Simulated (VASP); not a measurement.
Wanted: the native input for a VASP 6.6.1 run.

```yaml
Task: single point
Functional: PBE
Dispersion: D3(BJ)
Potentials_or_basis: VASP PAW PBE potentials, release 64 (Sn_d, O)
Cutoff: 520 eV
k_mesh: 6 × 6 × 1
Occupations: gaussian, width 0.02 eV
Spin: no spin polarisation
Dipole_correction: yes
Further_INCAR_settings: ALGO = Normal; EDIFF = 1e-06; NBANDS = 28
```

The structure of SnO lies in POSCAR:

```
SnO
1.0
    3.9733815012     -0.0000150449      0.0000000000
    0.0000150449      3.9733815012      0.0000000000
    0.0000000000      0.0000000000     30.6349243850
Sn O
2 2
Direct
    0.7500000000      0.2500000000      0.4631286442
    0.2500000000      0.7500000000      0.5368713558
    0.2500000000      0.2500000000      0.5000000000
    0.7500000000      0.7500000000      0.5000000000
```

These files were run (other wordings do the same):

INCAR

```
ALGO     = Normal         # electronic algorithm
DIPOL    = 0.5 0.5 0.500
EDIFF    = 1E-6           # SCF threshold, eV
ENCUT    = 520            # plane-wave cutoff, eV
GGA      = PE             # functional
IDIPOL   = 3            
ISIF     = 2              # what is computed and relaxed
ISMEAR   = 0              # smearing method
IVDW     = 12             # dispersion correction
LASPH    = T              # aspherical terms in the spheres
LCHARG   = F              # write CHGCAR
LDIPOL   = T            
LREAL    = F              # projectors in reciprocal space
LWAVE    = F              # write WAVECAR
NBANDS   = 28             # bands
NELM     = 80             # most SCF steps
PREC     = Accurate       # precision mode
SIGMA    = 0.02           # smearing width, eV
```

KPOINTS

```
k-points
0
Gamma
  6 6 1
```

Potentials or basis: VASP PAW PBE potentials, release 64 (Sn_d, O).

Command:

```bash
$ cat potpaw_PBE.64/Sn_d/POTCAR potpaw_PBE.64/O/POTCAR > POTCAR
$ mpirun -np 1 vasp_std > vasp.out
```

It gave:

* Largest force: 0.083 eV/Å
* Band gap on the k mesh: 2.50 eV (least direct gap 2.51 eV)
* Dispersion energy per atom: -0.127 eV

Caveat: spin-orbit coupling is left out, which moves the levels of the heavy elements.

Wall time 7.2 min on 1 thread of Intel Xeon 8259CL (shared host), peak memory 0.54 GiB.
